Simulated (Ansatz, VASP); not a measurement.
One calculation of MgO, two programs

```
CELL_PARAMETERS angstrom
3.52072 0.00000 0.00000
-1.76036 3.04903 0.00000
0.00000 0.00000 4.23744
ATOMIC_POSITIONS crystal
Mg 0.66667 0.33333 0.75000
Mg 0.33333 0.66667 0.25000
O 0.66667 0.33333 0.25000
O 0.33333 0.66667 0.75000
```

Alike in both runs: functional PBE; k mesh 6 × 6 × 6; occupations gaussian, width 0.02 eV; no spin polarisation.

Ansatz relaxed the structure, and its values are those at the end. VASP's run is a single point on that final structure, the one shown.

```csv
,VASP,Ansatz
version,VASP 6.6.1,Ansatz 0.2.0
potentials or method,"VASP PAW PBE potentials, release 64 (Mg, O), cutoff 520 eV","scalar-relativistic, plane waves, PAW"
valence electrons in the cell,16,32
```

|  | VASP | Ansatz | Ansatz less VASP |
| --- | --- | --- | --- |
| gap on the k mesh at the Fermi level (eV) | 3.26 | 3.28 | +0.018 |
| least direct gap on the mesh (eV) | 3.26 | 3.28 | +0.018 |
| pressure (GPa) | -0.5 | 0.0 | +0.50 |

VASP's potentials hold 16 valence electrons a cell and Ansatz's 32, so a difference there can come from the potentials and not from the codes.
